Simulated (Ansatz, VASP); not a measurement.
CdSe: VASP beside Ansatz

File INCAR:

```
PREC = Accurate ; ENCUT = 520
EDIFF = 1E-6 ; ISMEAR = -1
SIGMA = 0.05 ; LREAL = False
LASPH = True ; NELM = 80
ALGO = Normal ; ISIF = 2
LWAVE = False ; LCHARG = False
GGA = CA ; NBANDS = 16
```

The input KPOINTS:

```
Automatic mesh
0
Gamma
  12 12 12
```

POSCAR

```
CdSe
1.0
    0.0000000000      2.7816070569      2.7816070569
    2.7816070569      0.0000000000      2.7816070569
    2.7816070569      2.7816070569      0.0000000000
Cd Se
1 1
Direct
    0.0000000000      0.0000000000      0.0000000000
    0.5000000000      0.5000000000      0.5000000000
```

Input for Ansatz:

```yaml
crystal:
  lattice:
    - [0.0, 2.7816070569, 2.7816070569]
    - [2.7816070569, 0.0, 2.7816070569]
    - [2.7816070569, 2.7816070569, 0.0]
  atoms:
    - { symbol: Cd, position: [0.0, 0.0, 0.0] }
    - { symbol: Se, position: [0.5, 0.5, 0.5] }
kpoints:
  mp_grid: { grid: [12, 12, 12] }
  band_path:
    path:
      - [0.0, 0.0, 0.0]
      - [0.5, 0.0, 0.5]
      - [0.625, 0.25, 0.625]
      - [0.375, 0.375, 0.75]
      - [0.0, 0.0, 0.0]
      - [0.5, 0.5, 0.5]
      - [0.5, 0.25, 0.75]
      - [0.5, 0.0, 0.5]
    npoints: 14
scf:
  occupations: { method: fermi_dirac, width: 0.05 }
hamiltonian:
  xc: lda
  pseudopotentials: { kind: all_electron, lapw: { basis_error: 0.001 } }
output:
  forces: true
  stress: true
  eigenvalues: true
  populations: true
  dos: { projected: true, de: 0.2, e_range: [-14, 8] }
```

Alike in both runs: task single point; functional LDA; k mesh 12 × 12 × 12; occupations fermi-dirac, width 0.05 eV; no spin polarisation.

```csv
,VASP,Ansatz
version,VASP 6.6.1,Ansatz 0.2.0
potentials or method,"VASP PAW LDA potentials, release 64 (Cd, Se), cutoff 520 eV","all-electron LAPW, scalar-relativistic"
```

Ansatz gave:

- pressure (GPa): 0.0

**Question.** Estimate VASP's values.

**Answer.** Pressure (GPa): 0.7.

LDA's correlation is that of Perdew and Zunger in VASP and of Perdew and Wang (1992) in Ansatz. Ansatz ran all-electron here, and VASP with PAW potentials.
